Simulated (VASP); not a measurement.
# AlCo (P6/mmm) in VASP: single point with PBE

Aim: the single point of AlCo with PBE.

Program: VASP 6.6.1. These are calculated values, not measurements. Logs are shortened: lines on timing, memory, paths and dates and some standing lists are left out, and cuts for length are marked.

**1. The cell of the first run**

Symmetry: P6/mmm, No. 191, hexagonal system. Conventional cell: a = 4.548 Å, b = 4.548 Å, c = 3.670 Å, α = 90.00°, β = 90.00°, γ = 120.00°. Al (site symmetry mmm) has 6 Co at 2.26 to 2.27 Å and 4 Al at 2.27 Å within 3.0 Å. Co (site symmetry 6/mmm) has 6 Al at 2.27 Å within 3.0 Å. Co (site symmetry -6m2) has 6 Al at 2.26 Å and 3 Co at 2.63 Å within 3.0 Å.

**2. Single point, PBE, collinear spin, ferromagnetic start**

Input file INCAR:

```
  ALGO = Fast
  EDIFF = 1E-7
  ENCUT = 520
  GGA = PE
  ISIF = 2
  ISMEAR = 0
  ISPIN = 2
  LASPH = True
  LCHARG = False
  LMAXMIX = 4
  LORBIT = 11
  LREAL = False
  LWAVE = False
  MAGMOM = 0 0 0 3 3 3
  NBANDS = 31
  NELM = 150
  PREC = Accurate
  SIGMA = 0.1
```

Input file KPOINTS:

```
k-points
0
Gamma
  6 6 6
```

Input file POSCAR:

```
AlCo
1.0
    4.5484082763      0.0000000000      0.0000000000
   -2.2742041381      3.9390371141      0.0000000000
    0.0000000000      0.0000000000      3.6697384957
Al Co
3 3
Direct
    0.5000000000      0.0000000000      0.0000000000
    0.5000000000      0.5000000000      0.0000000000
    0.0000000000      0.5000000000      0.0000000000
    0.0000000000      0.0000000000      0.0000000000
    0.3333333333      0.6666666667      0.5000000000
    0.6666666667      0.3333333333      0.5000000000
```

Potentials or basis: VASP PAW PBE potentials, release 64 (Al, Co).

Started as:

```
$ cat potpaw_PBE.64/Al/POTCAR potpaw_PBE.64/Co/POTCAR > POTCAR
$ mpirun -np 1 vasp_std > vasp.out
```

OUTCAR:

```text
EDIFF = 1E-7
   ENCUT = 520
   GGA = PE
   ISIF = 2
   ISMEAR = 0
   ISPIN = 2
   LASPH = True
   LORBIT = 11
   LREAL = False
   NELM = 150
   PREC = Accurate

 ion  position               nearest neighbor table
   1  0.500  0.000  0.000-   5 2.26   6 2.26   5 2.26   6 2.26   4 2.27   4 2.27   2 2.27   2 2.27
                             3 2.27   3 2.27
   2  0.500  0.500  0.000-   5 2.26   6 2.26   5 2.26   6 2.26   3 2.27   3 2.27   1 2.27   1 2.27
                             4 2.27   4 2.27
   3  0.000  0.500  0.000-   5 2.26   6 2.26   5 2.26   6 2.26   2 2.27   2 2.27   4 2.27   4 2.27
                             1 2.27   1 2.27
   4  0.000  0.000  0.000-   1 2.27   1 2.27   3 2.27   3 2.27   2 2.27   2 2.27
   5  0.333  0.667  0.500-   3 2.26   3 2.26   1 2.26   1 2.26   2 2.26   2 2.26   6 2.63   6 2.63
                             6 2.63
   6  0.667  0.333  0.500-   3 2.26   3 2.26   1 2.26   1 2.26   2 2.26   2 2.26   5 2.63   5 2.63
                             5 2.63

  LATTYP: Found a hexagonal cell.
 ALAT       =     4.5484082763
 C/A-ratio  =     0.8068181818

  Lattice vectors:

 A1 = (   4.5484082763,   0.0000000000,   0.0000000000)
 A2 = (  -2.2742041381,   3.9390371141,   0.0000000000)
 A3 = (   0.0000000000,   0.0000000000,   3.6697384957)

Analysis of symmetry for initial positions (statically):
=====================================================================
 Subroutine PRICEL returns:
 Original cell was already a primitive cell.

 Routine SETGRP: Setting up the symmetry group for a
 hexagonal supercell.

 Subroutine GETGRP returns: Found 24 space group operations
 (whereof 24 operations were pure point group operations)
 out of a pool of 24 trial point group operations.

The static configuration has the point symmetry D_6h.

Analysis of symmetry for dynamics (positions and initial velocities):
=====================================================================
 Subroutine PRICEL returns:
 Original cell was already a primitive cell.

 Routine SETGRP: Setting up the symmetry group for a
 hexagonal supercell.

 Subroutine GETGRP returns: Found 24 space group operations
 (whereof 24 operations were pure point group operations)
 out of a pool of 24 trial point group operations.

The dynamic configuration has the point symmetry D_6h.

Analysis of structural, dynamic, and magnetic symmetry:
=====================================================================
 Subroutine PRICEL returns:
 Original cell was already a primitive cell.

 Routine SETGRP: Setting up the symmetry group for a
 hexagonal supercell.

 Subroutine GETGRP returns: Found 24 space group operations
 (whereof 24 operations were pure point group operations)
 out of a pool of 24 trial point group operations.

The overall configuration has the point symmetry D_6h.

 Subroutine INISYM returns: Found 24 space group operations
 (whereof 24 operations are pure point group operations),
 and found     1 'primitive' translations

----------------------------------------------------------------------------------------

                                     Primitive cell

  volume of cell :      65.7483

  direct lattice vectors                    reciprocal lattice vectors
     4.548408276  0.000000000  0.000000000     0.219857132  0.126934574  0.000000000
    -2.274204138  3.939037114  0.000000000     0.000000000  0.253869149  0.000000000
     0.000000000  0.000000000  3.669738496     0.000000000  0.000000000  0.272498981

  length of vectors
     4.548408276  4.548408276  3.669738496     0.253869149  0.253869149  0.272498981

  position of ions in fractional coordinates (direct lattice)
     0.500000000  0.000000000  0.000000000
     0.500000000  0.500000000  0.000000000
     0.000000000  0.500000000  0.000000000
     0.000000000  0.000000000  0.000000000
     0.333333333  0.666666667  0.500000000
     0.666666667  0.333333333  0.500000000

  ion indices of the primitive-cell ions
   primitive index   ion index
                 1           1
                 2           2
                 3           3
                 4           4
                 5           5
[... 54 lines left out ...]
 [... further k-points ...]
   k-points           NKPTS =     28   k-points in BZ     NKDIM =     28   number of bands    NBANDS=     31
   number of dos      NEDOS =    301   number of ions     NIONS =      6
   total plane-waves  NPLWV =  36288
   dimension x,y,z NGX =    36 NGY =   36 NGZ =   28
   dimension x,y,z NGXF=    72 NGYF=   72 NGZF=   56
   ions per type =               3   3
   NGX,Y,Z   is equivalent  to a cutoff of  13.16, 13.16, 12.68 a.u.
   NGXF,Y,Z  is equivalent  to a cutoff of  26.32, 26.32, 25.37 a.u.
 SYSTEM =  unknown system
   PREC   = accura    normal or accurate (medium, high low for compatibility)
   ISTART =      0    job   : 0-new  1-cont  2-samecut
   ICHARG =      2    charge: 1-file 2-atom 10-const
   ISPIN  =      2    spin polarized calculation?
   LNONCOLLINEAR =      F non collinear calculations
   LSORBIT =      F    spin-orbit coupling
   LASPH  =      T    aspherical Exc in radial PAW
   ENCUT  =  520.0 eV  38.22 Ry    6.18 a.u.   8.46  8.46  6.82*2*pi/ulx,y,z
   NELM   =    150;   NELMIN=  2; NELMDL= -5     # of ELM steps
   EDIFF  = 0.1E-06   stopping-criterion for ELM
   LREAL  =      F    real-space projection
   EDIFFG = 0.1E-05   stopping-criterion for IOM
   NSW    =      0    number of steps for IOM
   IBRION =     -1    ionic relax: 0-MD 1-quasi-New 2-CG
   NFREE  =      0    steps in history (QN), initial steepest desc. (CG)
   ISIF   =      2    stress and relaxation
   ISYM   =      2    0-nonsym 1-usesym 2-fastsym
   POTIM  = 0.5000    time-step for ionic-motion
   TEBEG  =    0.0;   TEEND  =   0.0 temperature during run
   PSTRESS=    0.0 pullay stress
   NELECT =      36.0000    total number of electrons
   NUPDOWN=      -1.0000    fix difference up-down
   EMIN   =  10.00;   EMAX   =-10.00  energy-range for DOS
   EFERMI =   0.00;   METHOD = LEGACY
   ISMEAR =     0;   SIGMA  =   0.10  broadening in eV -4-tet -1-fermi 0-gaus
   EFERMI_NEDOS =   21; number of points for ismear=-14 and -15
   IALGO  =     68    algorithm
   IMIX   =      4    mixing-type and parameters
     AMIX     =   0.40;   BMIX     =  1.00
     AMIX_MAG =   1.60;   BMIX_MAG =  1.00
  volume/ion in A,a.u.               =      10.96        73.95
  Fermi-wavevector in a.u.,A,eV,Ry     =   1.339309  2.530927 24.405431  1.793749
  Thomas-Fermi vector in A             =   2.467711
   LORBIT       =     11    0 simple, 1 ext, 2 COOP (PROOUT), +10 PAW based schemes
   GGA     = PE    functional components
   LHFCALC =     F    Hartree Fock is set to
   AEXX    =    0.0000 exact exchange contribution
   IVDW    =     0    specifies the selected vdW correction
   LEPSILON=     F    determine dielectric tensor
   LRPA    =     F    only Hartree local field effects (RPA)
 spin polarized calculation
 RMM-DIIS sequential band-by-band and
 Gauss-broadening in eV      SIGMA  =   0.10
  energy-cutoff  :      520.00
  volume of cell :       65.75
 maximum number of plane-waves:      1795
 NGX is ok and might be reduce to    36
   NGX = 17   NGY = 17   NGZ = 13

 number of electron      36.0000001 magnetization       0.0000652

 number of electron      36.0000001 magnetization      -0.0002906

 Free energy of the ion-electron system (eV)
  ---------------------------------------------------
  ext. energy  EPLUGINS =         0.00000000
  ---------------------------------------------------
  free energy    TOTEN  =       -27.64881442 eV

  energy without entropy =      -27.63074891  energy(sigma->0) =      -27.63978166

 E-fermi :  10.9739     XC(G=0): -12.3426

 val. band max:       10.9717480667   @ k =   0.3333   0.3333   0.5000
 cond. band min:      11.0216239288   @ k =   0.1667   0.0000   0.0000
 fundamental gap:      0.0498758620
 Fermi energy:        10.9739139987

 spin component 1

 k-point     1 :       0.0000    0.0000    0.0000
  band No.  band energies     occupation
      1      -0.9022      1.00000
      2       4.8622      1.00000
      3       6.7581      1.00000
      4       6.7581      1.00000
      5       7.1256      1.00000
      6       7.6054      1.00000
[... 781 lines left out ...]
     29      21.7674      0.00000
     30      22.0509      0.00000

 [... further k-points ...]

 spin component 2

 k-point     1 :       0.0000    0.0000    0.0000
  band No.  band energies     occupation
      1      -0.9022      1.00000
      2       4.8622      1.00000
      3       6.7580      1.00000
      4       6.7580      1.00000
      5       7.1256      1.00000
      6       7.6054      1.00000
[... 781 lines left out ...]
     29      21.7674      0.00000
     30      22.0509      0.00000

 [... further k-points ...]

 [bands above 30 left out]

------------------------ aborting loop because EDIFF is reached ----------------------------------------

  FORCE on cell =-STRESS in cart. coord.  units (eV):
  Direction    XX          YY          ZZ          XY          YZ          ZX
  --------------------------------------------------------------------------------------
  -------------------------------------------------------------------------------------
  Total       27.9373064     27.9373064     17.2702653      0.0000000      0.0000000     -0.0000000
  in kB      680.7857902    680.7857902    420.8477029      0.0000000      0.0000000     -0.0000000
  external PRESSURE =     594.1397611 kB  Pullay stress =       0.0000000 kB

 VOLUME and BASIS-vectors are now :
 -----------------------------------------------------------------------------
  energy-cutoff  :      520.00
  volume of cell :       65.75
      direct lattice vectors                 reciprocal lattice vectors
     4.548408276  0.000000000  0.000000000     0.219857132  0.126934574  0.000000000
    -2.274204138  3.939037114  0.000000000     0.000000000  0.253869149  0.000000000
     0.000000000  0.000000000  3.669738496     0.000000000  0.000000000  0.272498981

 POSITION                                       TOTAL-FORCE (eV/Angst)
 -----------------------------------------------------------------------------------
      2.27420      0.00000      0.00000        -0.000000      0.000000     -0.000000
      1.13710      1.96952      0.00000        -0.000000      0.000000     -0.000000
     -1.13710      1.96952      0.00000        -0.000000      0.000000     -0.000000
      0.00000      0.00000      0.00000        -0.000000      0.000000     -0.000000
     -0.00000      2.62602      1.83487        -0.000000      0.000000     -0.000000
      2.27420      1.31301      1.83487         0.000000      0.000000      0.000000
 -----------------------------------------------------------------------------------
    total drift:                                0.000000      0.000000     -0.000000

  FREE ENERGIE OF THE ION-ELECTRON SYSTEM (eV)
  ---------------------------------------------------
  free  energy   TOTEN  =       -27.6488144177 eV

  energy  without entropy=      -27.6307489114  energy(sigma->0) =      -27.63978166

 total charge

# of ion       s       p       d       tot
------------------------------------------
    1        0.489   0.614   0.000   1.102
    2        0.489   0.614   0.000   1.102
    3        0.489   0.614   0.000   1.102
    4        0.421   0.458   7.660   8.540
    5        0.500   0.557   7.637   8.694
    6        0.500   0.557   7.637   8.694
--------------------------------------------------
tot          2.886   3.413  22.934  29.234

 magnetization (x)

# of ion       s       p       d       tot
------------------------------------------
    1        0.000   0.000   0.000   0.000
    2        0.000   0.000   0.000   0.000
    3        0.000   0.000   0.000   0.000
    4       -0.000  -0.000  -0.000  -0.000
    5       -0.000   0.000   0.000   0.000
    6       -0.000   0.000   0.000   0.000
--------------------------------------------------
tot         -0.000   0.000  -0.000  -0.000
```

Wall time 2 min (1 thread of Intel Xeon 6975P-C (Granite Rapids), shared host); peak memory 0.24 GiB.

Results:

```
Free energy                                           : -27.6488 eV
Pressure                                              : 59.4 GPa
Band gap on the k mesh                                : zero (filled and empty bands overlap)
Net moment                                            : 0.00 μB per cell
Valence electrons inside the program's atomic spheres : Al 1.10; Co 8.54, 8.69 (each value once)
```

Stress tensor (GPa, compression positive):
```
68.08  0.00  0.00
 0.00 68.08  0.00
 0.00  0.00 42.08
```

Levels at points of the mesh, in eV from the Fermi level:
Spin up:
```csv
k point,band 15,band 16,band 17,band 18,band 19,band 20,band 21,band 22
"(0.00, 0.00, 0.00)",-1.50,-0.83,-0.83,0.45,0.45,1.23,1.40,1.66
"(0.50, 0.00, 0.00)",-1.18,-0.99,-0.40,-0.39,1.11,1.85,2.54,4.33
"(0.00, 0.00, 0.50)",-1.52,-0.95,-0.53,-0.53,0.95,0.95,2.04,2.56
"(0.50, 0.00, 0.50)",-1.11,-0.95,-0.87,-0.56,0.16,0.24,0.81,1.71
```
Spin down:
| k point | band 14 | band 15 | band 16 | band 17 | band 18 | band 19 | band 20 | band 21 | band 22 | band 23 |
| --- | --- | --- | --- | --- | --- | --- | --- | --- | --- | --- |
| (0.00, 0.00, 0.00) | -1.62 | -1.50 | -0.83 | -0.83 | 0.45 | 0.45 | 1.23 | 1.40 | 1.66 | 1.66 |
| (0.50, 0.00, 0.00) | -1.43 | -1.18 | -0.99 | -0.40 | -0.39 | 1.11 | 1.85 | 2.54 | 4.33 | 4.82 |
| (0.00, 0.00, 0.50) | -1.52 | -1.52 | -0.95 | -0.53 | -0.53 | 0.95 | 0.95 | 2.04 | 2.56 | 2.56 |
| (0.50, 0.00, 0.50) | -1.51 | -1.11 | -0.95 | -0.87 | -0.56 | 0.16 | 0.24 | 0.81 | 1.71 | 3.59 |

Caveat: the stress differs along the axes, from 42 to 68 GPa; the moments typed at the start vanished in this run.

The gap in the log of VASP goes by the Fermi energy; the results here count the filled bands.